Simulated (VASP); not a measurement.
Input of a VASP 6.6.1 run:

File INCAR:

```
SYSTEM = Sc3B2P
PREC     = Accurate       ! precision mode
ENCUT    = 600            ! plane-wave cutoff, eV
EDIFF    = 1E-6           ! SCF threshold, eV
ISMEAR   = 0              ! smearing method
SIGMA    = 0.1            ! smearing width, eV
LREAL    = .FALSE.        ! projectors in reciprocal space
LASPH    = .TRUE.         ! aspherical terms in the spheres
NELM     = 80             ! most SCF steps
ALGO     = Normal         ! electronic algorithm
ISIF     = 3              ! what is computed and relaxed
LWAVE    = .FALSE.        ! write WAVECAR
LCHARG   = .FALSE.        ! write CHGCAR
GGA      = PE             ! functional
IBRION   = 2              ! ionic algorithm
NSW      = 90             ! ionic steps
EDIFFG   = -0.04          ! ionic threshold
```

File KPOINTS:

```
regular mesh
0
G
  6 6 2
  0 0 0
```

The input POSCAR:

```
Sc3B2P
1.0
    2.2499496600     -2.2899853500      0.0000000000
    2.2499496600      2.2899853500      0.0000000000
    0.0000000000      0.0000000000      9.4422322600
Sc B P
3 2 1
Direct
    0.0000000000      0.0000000000      0.8203993500
    0.0000000000      0.0000000000      0.1796006500
    0.5000000000      0.5000000000      0.5000000000
    0.5000000000      0.5000000000      0.7758024000
    0.5000000000      0.5000000000      0.2241976000
    0.0000000000      0.0000000000      0.0000000000
```

Potentials or basis: VASP PAW PBE potentials, release 64 (Sc_sv, B, P).

The run is started by

```bash
$ cat potpaw_PBE.64/Sc_sv/POTCAR potpaw_PBE.64/B/POTCAR potpaw_PBE.64/P/POTCAR > POTCAR
$ mpirun -np 1 vasp_std > vasp.out
```

(1) Predict the relaxed volume.

(2) Estimate the relaxed cell.

(3) Predict the space group after relaxing (to 0.05 Å).

## Answers

(1) 18.91 Å³/atom.

(2) a = 3.141 Å, b = 3.141 Å, c = 11.498 Å, α = 90.00°, β = 90.00°, γ = 90.08°.

(3) P4/mmm (No. 123).

Caveat: the volume moved by over 15 % at a fixed basis, so the end points are rough.
